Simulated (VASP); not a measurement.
Runs of VASP 6.6.1 on Ba2SnF6. The structure is that of space group Fm-3m (No. 225), or close to it. The cells are those of the table. 

```csv
task,cell,k mesh,cutoff (eV),smearing,gap on the mesh (eV),pressure (GPa),relaxed volume (Å³/atom),largest force (eV/Å)
relaxation of cell and atoms,"relaxed from a = 6.154 Å, angles 60.0°, 9 atoms",6 × 6 × 6,600,gaussian 0.02 eV,2.30,0.0,18.40,0.01
single point,"a = 6.154 Å, angles 60.0°, 9 atoms",6 × 6 × 6,520,gaussian 0.02 eV,2.29,0.3,-,0.01
single point,"a = 5.837 Å, angles 60.0°, 9 atoms",4 × 4 × 4,520,gaussian 0.1 eV,(a),25.8,-,4.24
single point,"a = 6.154 Å, angles 60.0°, 9 atoms",4 × 4 × 4,520,gaussian 0.1 eV,2.29,0.3,-,0.01
relaxation of cell and atoms,"relaxed from a = 5.837 Å, angles 60.0°, 9 atoms",4 × 4 × 4,600,gaussian 0.1 eV,(b),0.3,18.37,0.03
```

Alike in all rows: level PBE; potentials or basis VASP PAW PBE potentials, release 64 (Ba_sv, Sn_d, F); no spin polarisation.

Q: Estimate the missing entries.

A: (a) none; (b) 2.27.

Caveats: spin-orbit coupling is left out, which moves the levels of the heavy elements; forces of over 1 eV/Å act on the atoms, so gaps and moduli don't describe the material at rest (some runs); the volume moved by over 15 % at a fixed basis, so the end points are rough (some runs).

A k mesh can miss the band edges, and the runs leave out spin-orbit coupling on Ba, Sn.
